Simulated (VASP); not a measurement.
Re: single point with PBE

Re:

```xyz
1
Lattice="0.0000 1.9150 1.9150 1.9150 0.0000 1.9150 1.9150 1.9150 0.0000" Properties=species:S:1:pos:R:3 pbc="T T T"
Re    0.0000    0.0000    0.0000
```

This cell differs from its parent crystal: volume 14.046 Å^3 an atom, c/a of the conventional cell 1.0000.

```yaml
Program: VASP 6.6.1
Task: single point
Functional: PBE
Potentials_or_basis: VASP PAW PBE potentials, release 64 (Re)
Cutoff: 520 eV
k_mesh: 10 × 10 × 10
Occupations: gaussian, width 0.15 eV
Spin: no spin polarisation
```

```json
{
  "Pressure": "27.6 GPa"
}
```

Levels at points of the mesh, in eV from the Fermi level:
```csv
k point,band 1,band 2,band 3,band 4,band 5,band 6,band 7,band 8,band 9
"(0.00, 0.00, 0.00)",-10.50,-2.08,-2.08,-2.08,1.34,1.34,13.92,19.84,19.84
"(0.50, 0.00, 0.00)",-7.26,-2.31,-2.31,0.28,4.09,4.09,10.66,13.42,20.66
"(0.50, 0.50, 0.00)",-7.30,-6.39,3.00,4.04,4.90,4.90,12.65,12.65,13.92
```

Wall time 11 s on 1 thread of AMD EPYC 7R13, on a shared host, peak memory 0.1 GiB.

Caveat: spin-orbit coupling is left out, which moves the levels of the heavy elements.
